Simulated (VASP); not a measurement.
# NaH2 (R-3m) in VASP: further runs

The runs below take NaH2 through single point, relaxation of cell and atoms, with PBE.

Everything below comes from runs of VASP 6.6.1. Logs are shortened: lines on timing, memory, paths and dates and some standing lists are left out, and cuts for length are marked.

## Step 1: The cell of the first run

Symmetry: R-3m, No. 166, trigonal system. The conventional cell has a = 3.826 Å, b = 3.826 Å, c = 8.217 Å, α = 90.00°, β = 90.00°, γ = 120.00°. Within 2.9 Å of Na (site symmetry -3m) lie 8 H at 2.21 to 2.66 Å. Within 2.9 Å of H (site symmetry 3m) lie 4 Na at 2.21 to 2.66 Å and 4 H at 2.21 to 2.89 Å.

## Step 2: Single point, PBE (atoms taken out, then relaxed in part)

File INCAR:

```
SYSTEM = NaH2
  ALGO = Normal
  EDIFF = 1E-7
  ENCUT = 520
  GGA = PE
  ISIF = 2
  ISMEAR = 0
  LASPH = .True.
  LCHARG = .False.
  LREAL = .False.
  LWAVE = .False.
  NBANDS = 12
  NELM = 100
  PREC = Accurate
  SIGMA = 0.1
```

File KPOINTS:

```
k-points
0
Gamma
  6 6 6
  0 0 0
```

File POSCAR:

```
NaH2
1.0
    2.0261035329      3.3850003689      3.3850003689
    2.7055519509      0.0000000000      2.7055519509
    2.7055519509      2.7055519509      0.0000000000
Na H
1 2
Direct
    0.0000000000      0.0000000000      0.0000000000
    0.0284637780      0.6476908146      0.6476908146
    0.9715362220      0.3523091854      0.3523091854
```

Potentials or basis: VASP PAW PBE potentials, release 64 (Na_pv, H).

Launch:

```bash
> cat potpaw_PBE.64/Na_pv/POTCAR potpaw_PBE.64/H/POTCAR > POTCAR
> mpirun -np 1 vasp_std > vasp.out
```

OUTCAR:

```text
SYSTEM = NaH2
   EDIFF = 1E-7
   ENCUT = 520
   GGA = PE
   ISIF = 2
   ISMEAR = 0
   LASPH = .True.
   LREAL = .False.
   NELM = 100
   PREC = Accurate

 ion  position               nearest neighbor table
   1  0.000  0.000  0.000-
   2  0.028  0.648  0.648-
   3  0.972  0.352  0.352-

  LATTYP: Found a trigonal (rhomboedric) cell.
 ALAT       =     3.5187395190
 COS(alpha) =     0.4087957903

  Lattice vectors:

 A1 = (  -3.3850003689,   0.6794484180,   0.6794484180)
 A2 = (  -0.6794484180,   0.6794484180,   3.3850003689)
 A3 = (  -0.6794484180,   3.3850003689,   0.6794484180)

Analysis of symmetry for initial positions (statically):
=====================================================================
 Subroutine PRICEL returns:
 Original cell was already a primitive cell.

 Routine SETGRP: Setting up the symmetry group for a
 trigonal (rhombohedral) supercell.

 Subroutine GETGRP returns: Found 12 space group operations
 (whereof 12 operations were pure point group operations)
 out of a pool of 12 trial point group operations.

The static configuration has the point symmetry D_3d.

Analysis of symmetry for dynamics (positions and initial velocities):
=====================================================================
 Subroutine PRICEL returns:
 Original cell was already a primitive cell.

 Routine SETGRP: Setting up the symmetry group for a
 trigonal (rhombohedral) supercell.

 Subroutine GETGRP returns: Found 12 space group operations
 (whereof 12 operations were pure point group operations)
 out of a pool of 12 trial point group operations.

The dynamic configuration has the point symmetry D_3d.

 Subroutine INISYM returns: Found 12 space group operations
 (whereof 12 operations are pure point group operations),
 and found     1 'primitive' translations

----------------------------------------------------------------------------------------

                                     Primitive cell

  volume of cell :      34.7254

  direct lattice vectors                    reciprocal lattice vectors
     2.026103533  3.385000369  3.385000369    -0.210797148  0.210797148  0.210797148
     2.705551951  0.000000000  2.705551951     0.263734881 -0.263734881  0.105875467
     2.705551951  2.705551951  0.000000000     0.263734881  0.105875467 -0.263734881

  length of vectors
     5.198225709  3.826228263  3.826228263     0.365111370  0.387713541  0.387713541

  position of ions in fractional coordinates (direct lattice)
     0.000000000  0.000000000  0.000000000
     0.028463778  0.647690815  0.647690815
     0.971536222  0.352309185  0.352309185

  ion indices of the primitive-cell ions
   primitive index   ion index
                 1           1
                 2           2
                 3           3

----------------------------------------------------------------------------------------

 KPOINTS: k-points

Automatic generation of k-mesh.
 Grid dimensions read from file:
 generate k-points for:    6    6    6

 Generating k-lattice:

  Cartesian coordinates                     Fractional coordinates (reciprocal lattice)
    -0.035132858  0.035132858  0.035132858     0.166666667  0.000000000  0.000000000
     0.043955814 -0.043955814  0.017645911     0.000000000  0.166666667  0.000000000
     0.043955814  0.017645911 -0.043955814     0.000000000  0.000000000  0.166666667

  Length of vectors
     0.060851895  0.064618924  0.064618924

  Shift w.r.t. Gamma in fractional coordinates (k-lattice)
     0.000000000  0.000000000  0.000000000

 Subroutine IBZKPT returns following result:
 ===========================================

 Found     32 irreducible k-points:

 Following reciprocal coordinates:
            Coordinates               Weight
  0.000000  0.000000  0.000000      1.000000
  0.166667  0.000000  0.000000      2.000000
  0.333333  0.000000  0.000000      2.000000
  0.500000  0.000000  0.000000      1.000000
 -0.000000  0.166667  0.000000      6.000000
  0.166667  0.166667  0.000000      6.000000
[... 16 lines left out ...]
  0.333333  0.333333  0.166667      6.000000
 -0.166667  0.333333  0.166667      6.000000
 [... further k-points ...]
   k-points           NKPTS =     32   k-points in BZ     NKDIM =     32   number of bands    NBANDS=     12
   number of dos      NEDOS =    301   number of ions     NIONS =      3
   total plane-waves  NPLWV =  31360
   dimension x,y,z NGX =    40 NGY =   28 NGZ =   28
   dimension x,y,z NGXF=    80 NGYF=   56 NGZF=   56
   ions per type =               1   2
   NGX,Y,Z   is equivalent  to a cutoff of  12.79, 12.17, 12.17 a.u.
   NGXF,Y,Z  is equivalent  to a cutoff of  25.59, 24.33, 24.33 a.u.
 SYSTEM =  NaH2
   PREC   = accura    normal or accurate (medium, high low for compatibility)
   ISTART =      0    job   : 0-new  1-cont  2-samecut
   ICHARG =      2    charge: 1-file 2-atom 10-const
   ISPIN  =      1    spin polarized calculation?
   LNONCOLLINEAR =      F non collinear calculations
   LSORBIT =      F    spin-orbit coupling
   LASPH  =      T    aspherical Exc in radial PAW
   ENCUT  =  520.0 eV  38.22 Ry    6.18 a.u.   9.67  7.11  7.11*2*pi/ulx,y,z
   NELM   =    100;   NELMIN=  2; NELMDL= -5     # of ELM steps
   EDIFF  = 0.1E-06   stopping-criterion for ELM
   LREAL  =      F    real-space projection
   EDIFFG = 0.1E-05   stopping-criterion for IOM
   NSW    =      0    number of steps for IOM
   IBRION =     -1    ionic relax: 0-MD 1-quasi-New 2-CG
   NFREE  =      0    steps in history (QN), initial steepest desc. (CG)
   ISIF   =      2    stress and relaxation
   ISYM   =      2    0-nonsym 1-usesym 2-fastsym
   POTIM  = 0.5000    time-step for ionic-motion
   TEBEG  =    0.0;   TEEND  =   0.0 temperature during run
   PSTRESS=    0.0 pullay stress
   NELECT =       9.0000    total number of electrons
   NUPDOWN=      -1.0000    fix difference up-down
   EMIN   =  10.00;   EMAX   =-10.00  energy-range for DOS
   EFERMI =   0.00;   METHOD = LEGACY
   ISMEAR =     0;   SIGMA  =   0.10  broadening in eV -4-tet -1-fermi 0-gaus
   EFERMI_NEDOS =   21; number of points for ismear=-14 and -15
   IALGO  =     38    algorithm
   IMIX   =      4    mixing-type and parameters
     AMIX     =   0.40;   BMIX     =  1.00
     AMIX_MAG =   1.60;   BMIX_MAG =  1.00
  volume/ion in A,a.u.               =      11.58        78.11
  Fermi-wavevector in a.u.,A,eV,Ry     =   1.043774  1.972448 14.823072  1.089465
  Thomas-Fermi vector in A             =   2.178498
   LORBIT       =      0    0 simple, 1 ext, 2 COOP (PROOUT), +10 PAW based schemes
   GGA     = PE    functional components
   LHFCALC =     F    Hartree Fock is set to
   AEXX    =    0.0000 exact exchange contribution
   IVDW    =     0    specifies the selected vdW correction
   LEPSILON=     F    determine dielectric tensor
   LRPA    =     F    only Hartree local field effects (RPA)
 non-spin polarized calculation
 Gauss-broadening in eV      SIGMA  =   0.10
  energy-cutoff  :      520.00
  volume of cell :       34.73
 maximum number of plane-waves:       946
 NGX is ok and might be reduce to    40
   NGX = 19   NGY = 15   NGZ = 15

 number of electron       9.0000000 magnetization

 Free energy of the ion-electron system (eV)
  ---------------------------------------------------
  ext. energy  EPLUGINS =         0.00000000
  ---------------------------------------------------
  free energy    TOTEN  =        -6.58110247 eV

  energy without entropy =       -6.57627782  energy(sigma->0) =       -6.57869014

 E-fermi :  -1.1126     XC(G=0):  -7.8202

 val. band max:       -1.1339320689   @ k =  -0.3333   0.3333   0.0000
 cond. band min:      -0.8041509753   @ k =  -0.1667   0.3333   0.0000
 fundamental gap:      0.3297810936
 Fermi energy:        -1.1125912391

 k-point     1 :       0.0000    0.0000    0.0000
  band No.  band energies     occupation
      1     -23.3925      2.00000
      2     -23.3360      2.00000
      3     -23.3360      2.00000
      4      -6.3630      2.00000
      5       1.7466      0.00000
      6       9.2542      0.00000
      7      10.1757      0.00000
      8      10.1757      0.00000
      9      12.8939      0.00000
     10      12.8939      0.00000
     11      15.0042      0.00000
     12      15.2480      0.00000

 k-point     2 :       0.1667    0.0000    0.0000
  band No.  band energies     occupation
      1     -23.4080      2.00000
      2     -23.3392      2.00000
      3     -23.3391      2.00000
      4      -5.9288      2.00000
      5       1.5513      0.00000
      6       7.0280      0.00000
      7       9.5723      0.00000
      8       9.5723      0.00000
      9      13.9326      0.00000
     10      13.9326      0.00000
     11      14.7184      0.00000
     12      14.7185      0.00000

 k-point     3 :       0.3333    0.0000    0.0000
  band No.  band energies     occupation
      1     -23.4384      2.00000
      2     -23.3454      2.00000
      3     -23.3454      2.00000
      4      -4.8261      2.00000
      5       1.1864      0.00000
      6       3.8119      0.00000
      7       9.0723      0.00000
      8       9.0723      0.00000
      9      11.8735      0.00000
     10      11.8735      0.00000
     11      13.6130      0.00000
     12      17.5252      0.00000
[... 286 lines left out ...]
 k-point    23 :       0.3333    0.3333    0.1667
  band No.  band energies     occupation
      1     -23.4012      2.00000
      2     -23.3603      2.00000
      3     -23.3416      2.00000
      4      -5.3593      2.00000
      5       0.0479      0.00000
      6       6.6998      0.00000
      7       9.9172      0.00000
      8      10.3647      0.00000
      9      11.9185      0.00000
     10      12.8526      0.00000
     11      15.7337      0.00000
     12      16.7077      0.00000

 k-point    24 :      -0.1667    0.3333    0.1667
  band No.  band energies     occupation
      1     -23.4414      2.00000
      2     -23.3637      2.00000
      3     -23.3540      2.00000
      4      -3.2831      2.00000
      5      -0.6396      0.00000
      6       3.0366      0.00000
      7       6.0739      0.00000
      8       9.1506      0.00000
      9      11.4223      0.00000
     10      15.1922      0.00000
     11      16.8339      0.00000
     12      17.2026      0.00000

 [... further k-points ...]

------------------------ aborting loop because EDIFF is reached ----------------------------------------

  FORCE on cell =-STRESS in cart. coord.  units (eV):
  Direction    XX          YY          ZZ          XY          YZ          ZX
  --------------------------------------------------------------------------------------
  -------------------------------------------------------------------------------------
  Total       -0.0071454     -0.0071454     -0.0071454      0.0068806     -0.0068806      0.0068806
  in kB       -0.3296768     -0.3296768     -0.3296768      0.3174603     -0.3174603      0.3174603
  external PRESSURE =      -0.3296768 kB  Pullay stress =       0.0000000 kB

 VOLUME and BASIS-vectors are now :
 -----------------------------------------------------------------------------
  energy-cutoff  :      520.00
  volume of cell :       34.73
      direct lattice vectors                 reciprocal lattice vectors
     2.026103533  3.385000369  3.385000369    -0.210797148  0.210797148  0.210797148
     2.705551951  0.000000000  2.705551951     0.263734881 -0.263734881  0.105875467
     2.705551951  2.705551951  0.000000000     0.263734881  0.105875467 -0.263734881

 POSITION                                       TOTAL-FORCE (eV/Angst)
 -----------------------------------------------------------------------------------
      0.00000      0.00000      0.00000         0.000000      0.000000      0.000000
      3.56239      1.84871      1.84871        -0.000210      0.000210      0.000210
      3.87481      4.24184      4.24184         0.000210     -0.000210     -0.000210
 -----------------------------------------------------------------------------------
    total drift:                               -0.000000     -0.000000      0.000000

  FREE ENERGIE OF THE ION-ELECTRON SYSTEM (eV)
  ---------------------------------------------------
  free  energy   TOTEN  =        -6.5811024702 eV

  energy  without entropy=       -6.5762778196  energy(sigma->0) =       -6.57869014
```

Wall time 14 s (1 thread of Intel Xeon Platinum 8488C (Sapphire Rapids), shared host); peak memory 0.17 GiB.

What came out:

* Free energy: -6.5811 eV
* Pressure: 0.0 GPa
* Band gap on the k mesh: zero (an odd number of electrons rules out a gap without spin polarisation)

Caveat: the k points lie up to 0.38 Å⁻¹ apart, too coarse for converged energies and pressures of a metal; the cell differs from its parent crystal (atoms taken out, then relaxed in part).

## Step 3: Relaxation of cell and atoms, PBE (atoms taken out)

File INCAR:

```
SYSTEM = NaH2
ALGO     = Normal         ! electronic algorithm
EDIFF    = 1E-7           ! SCF threshold, eV
EDIFFG   = -0.0325        ! ionic threshold
ENCUT    = 600            ! plane-wave cutoff, eV
GGA      = PE             ! functional
IBRION   = 2              ! ionic algorithm
ISIF     = 3              ! what is computed and relaxed
ISMEAR   = 0              ! smearing method
LASPH    = .TRUE.         ! aspherical terms in the spheres
LCHARG   = .FALSE.        ! write CHGCAR
LREAL    = .FALSE.        ! projectors in reciprocal space
LWAVE    = .FALSE.        ! write WAVECAR
NELM     = 60             ! most SCF steps
NSW      = 90             ! ionic steps
PREC     = Accurate       ! precision mode
SIGMA    = 0.1            ! smearing width, eV
```

File KPOINTS:

```
k-points
0
G
  6 6 6
  0 0 0
```

File POSCAR:

```
NaH2
1.0
    0.0000000000      4.8320806395      4.8320806395
    2.4160403198      0.0000000000      2.4160403198
    2.4160403198      2.4160403198      0.0000000000
Na H
1 2
Direct
    0.0000000000      0.0000000000      0.0000000000
    0.2500000000      0.5000000000      0.5000000000
    0.7500000000      0.5000000000      0.5000000000
```

Potentials or basis: VASP PAW PBE potentials, release 64 (Na_pv, H).

Launch:

```bash
> cat potpaw_PBE.64/Na_pv/POTCAR potpaw_PBE.64/H/POTCAR > POTCAR
> mpirun -np 1 vasp_std > vasp.out
```

OUTCAR:

```text
SYSTEM = NaH2
   EDIFF = 1E-7
   EDIFFG = -0.0325
   ENCUT = 600
   GGA = PE
   IBRION = 2
   ISIF = 3
   ISMEAR = 0
   LASPH = .TRUE.
   LREAL = .FALSE.
   NELM = 60
   NSW = 90
   PREC = Accurate

 ion  position               nearest neighbor table
   1  0.000  0.000  0.000-
   2  0.250  0.500  0.500-
   3  0.750  0.500  0.500-

  LATTYP: Found a trigonal (rhomboedric) cell.
 ALAT       =     5.9180659814
 COS(alpha) =     0.8333333333

  Lattice vectors:

 A1 = (   2.4160403198,  -2.4160403197,  -4.8320806395)
 A2 = (   4.8320806396,  -2.4160403197,  -2.4160403197)
 A3 = (   2.4160403198,  -4.8320806395,  -2.4160403197)

Analysis of symmetry for initial positions (statically):
=====================================================================
[... 377 lines left out ...]
 fundamental gap:      0.0345523312
 Fermi energy:        -1.1460195814

 k-point     1 :       0.0000    0.0000    0.0000
  band No.  band energies     occupation
      1     -23.5564      2.00000
      2     -23.4824      2.00000
      3     -23.4824      2.00000
      4      -6.3629      2.00000
      5       1.6979      0.00000
      6       8.2043      0.00000
      7      10.1376      0.00000
      8      10.1376      0.00000
[... 243 lines left out ...]
 k-point    24 :      -0.1667    0.3333    0.1667
  band No.  band energies     occupation
      1     -23.5926      2.00000
      2     -23.5084      2.00000
      3     -23.4965      2.00000
      4      -3.6118      2.00000
      5      -0.6200      0.00000
      6       2.6586      0.00000
      7       6.0428      0.00000
      8       9.1927      0.00000

 [... further k-points ...]

------------------------ aborting loop because EDIFF is reached ----------------------------------------

  FORCE on cell =-STRESS in cart. coord.  units (eV):
  Direction    XX          YY          ZZ          XY          YZ          ZX
  --------------------------------------------------------------------------------------
  -------------------------------------------------------------------------------------
  Total       -0.0035803     -0.0035803     -0.0035803      0.0732477     -0.0732477      0.0732477
  in kB       -0.1582764     -0.1582764     -0.1582764      3.2380832     -3.2380832      3.2380832
  external PRESSURE =      -0.1582764 kB  Pullay stress =       0.0000000 kB
[... 18 lines left out ...]
  FREE ENERGIE OF THE ION-ELECTRON SYSTEM (eV)
  ---------------------------------------------------
  free  energy   TOTEN  =        -6.5755778104 eV

  energy  without entropy=       -6.5723013699  energy(sigma->0) =       -6.57393959

 reached required accuracy - stopping structural energy minimisation
```

CONTCAR:

```text
NaH2
   1.00000000000000
     1.9107187837858188    3.4642885931252851    3.4642885931252825
     2.6875036884687593    0.0000000000134690    2.6875036884956991
     2.6875036884687575    2.6875036884957000    0.0000000000134682
  Na              H
     1     2
Direct
     0.0000000000000000    0.0000000000000000    1.0000000000000000
     0.0221360758326633    0.6519092827782198    0.6519092827782199
     0.9778639241673366    0.3480907172217801    0.3480907172217800

  0.00000000E+00  0.00000000E+00  0.00000000E+00
  0.00000000E+00  0.00000000E+00  0.00000000E+00
  0.00000000E+00  0.00000000E+00  0.00000000E+00
```

Run time: 4.4 min. Hardware: 1 thread of Intel Xeon Platinum 8488C (Sapphire Rapids), shared host; peak memory 0.21 GiB.

What came out:

```
Free energy                           : -6.5756 eV
Relaxed volume                        : 12.08 Å³/atom
Relaxed cell                          : a = 5.259 Å, b = 3.801 Å, c = 3.801 Å, α = 60.00°, β = 43.72°, γ = 43.72°
Space group after relaxing (to 0.1 Å) : R-3m (No. 166)
Energy gained by relaxing             : 345.9 meV/atom
Ionic steps                           : 34
Pressure after relaxing               : 0.0 GPa
Largest force after relaxing          : 0.014 eV/Å
Band gap on the k mesh                : zero (an odd number of electrons rules out a gap without spin polarisation)
```

Forces on the atoms (eV/Å):
```
Na   0.000  0.000  0.000
H   -0.008  0.008  0.008
H    0.008 -0.008 -0.008
```

The path:
```tsv
step	energy change (eV)	largest force (eV/Å)	pressure (GPa)	volume (Å³)
1	0.0000	0.2661	-1.53	56.41
2	-0.0353	0.2185	-1.27	54.95
3	-0.1307	0.0892	-0.39	50.64
4	-0.3038	0.1808	2.01	42.30
5	-0.3568	0.3823	15.92	26.77
6	-0.4126	0.3453	3.83	37.22
7	-0.4437	0.3456	3.87	36.84
8	-0.5353	0.3431	4.01	35.66
9	-0.6943	0.2546	4.70	33.05
10	-0.5068	0.8225	12.92	26.76
11	-0.7561	0.1420	5.73	31.21
12	-0.7554	0.0583	6.51	30.39
13	-0.8035	0.0283	4.75	31.64
14	-0.8726	0.0342	0.77	35.59
15	-0.8751	0.0429	0.14	36.48
16	-0.8752	0.0445	0.01	36.67
17	-0.8754	0.0452	-0.01	36.68
18	-0.8762	0.0477	-0.03	36.72
19	-0.8777	0.0541	-0.09	36.79
20	-0.8816	0.0663	-0.20	36.95
21	-0.8917	0.1169	-0.39	37.25
22	-0.9390	0.2378	-0.83	37.86
23	-1.0167	0.0663	-1.79	39.10
24	-1.0172	0.0176	-1.92	39.29
25	-1.0175	0.0379	-1.87	39.21
26	-1.0176	0.0357	-1.86	39.21
27	-1.0180	0.0288	-1.86	39.20
28	-1.0186	0.0148	-1.84	39.18
29	-1.0190	0.0136	-1.87	39.14
30	-1.0198	0.0136	-1.83	39.08
31	-1.0222	0.0135	-1.72	38.89
32	-1.0265	0.0135	-1.52	38.50
33	-1.0331	0.0135	-1.07	37.74
34	-1.0376	0.0139	-0.02	36.24
```

Final structure:
```
Na H
1.0
     1.91072    3.46429    3.46429
     2.68750    0.00000    2.68750
     2.68750    2.68750    0.00000
Na H
1 2
Cartesian
  2.6875 2.6875 0.0000
  3.5463 1.8287 1.8287
  3.7394 4.3231 4.3231
```

Caveat: the cell differs from its parent crystal (atoms taken out); the volume moved by over 15 % at a fixed basis, so the end points are rough.
